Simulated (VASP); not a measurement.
Here is a VASP 6.6.1 calculation.

The input POSCAR:

```
BN
1.0
    2.4982400000      0.0000000000      0.0000000000
   -1.2491200000      2.1635393048      0.0000000000
    0.0000000000      0.0000000000      6.6357000000
B N
2 2
Direct
    0.3333333333      0.6666666667      0.2500000000
    0.6666666667      0.3333333333      0.7500000000
    0.3333333333      0.6666666667      0.7500000000
    0.6666666667      0.3333333333      0.2500000000
```

Contents of INCAR.step1:

```
  ALGO = Normal
  EDIFF = 1E-5
  EDIFFG = -0.005
  ENCUT = 660
  GGA = PE
  GGA_COMPAT = F
  IBRION = 2
  ISIF = 3
  ISMEAR = -1
  LASPH = T
  LCHARG = F
  LREAL = F
  LWAVE = T
  NELM = 120
  NELMIN = 4
  NSW = 100
  PREC = Accurate
  SIGMA = 0.08
```

The input INCAR.step2:

```
  ALGO = Normal
  EDIFF = 1E-7
  EDIFFG = -0.002
  ENCUT = 660
  GGA_COMPAT = F
  IBRION = 2
  ISIF = 3
  ISMEAR = -1
  ISTART = 1
  LASPH = T
  LCHARG = F
  LMIXTAU = T
  LREAL = F
  LWAVE = F
  METAGGA = R2SCAN
  NELM = 120
  NELMIN = 4
  NSW = 100
  PREC = Accurate
  SIGMA = 0.08
```

KPOINTS

```
k-points
0
Gamma
  20 20 6
```

Potentials or basis: VASP PAW PBE potentials, release 64 (B, N).

Run with:

```bash
$ cat potpaw_PBE.64/B/POTCAR potpaw_PBE.64/N/POTCAR > POTCAR
$ cp INCAR.step1 INCAR
$ mpirun -np 1 vasp_std > vasp.out
$ cp INCAR.step2 INCAR
$ mpirun -np 1 vasp_std > vasp.out
```

Q: What does it give for the space group after relaxing (to 0.1 Å)?

A: P6_3/mmc (No. 194).

Q: Predict the band gap on the k mesh.

A: 4.89 eV (least direct gap 5.38 eV).

Final structure:
```xyz
4
Lattice="2.5025 0.0000 0.0000 -1.2513 2.1673 0.0000 0.0000 0.0000 6.8337" Properties=species:S:1:pos:R:3 pbc="T T T"
B     0.0000    1.4448    1.7084
B     1.2513    0.7224    5.1252
N     0.0000    1.4448    5.1252
N     1.2513    0.7224    1.7084
```

 Zero-point motion and thermal expansion aren't in these numbers.
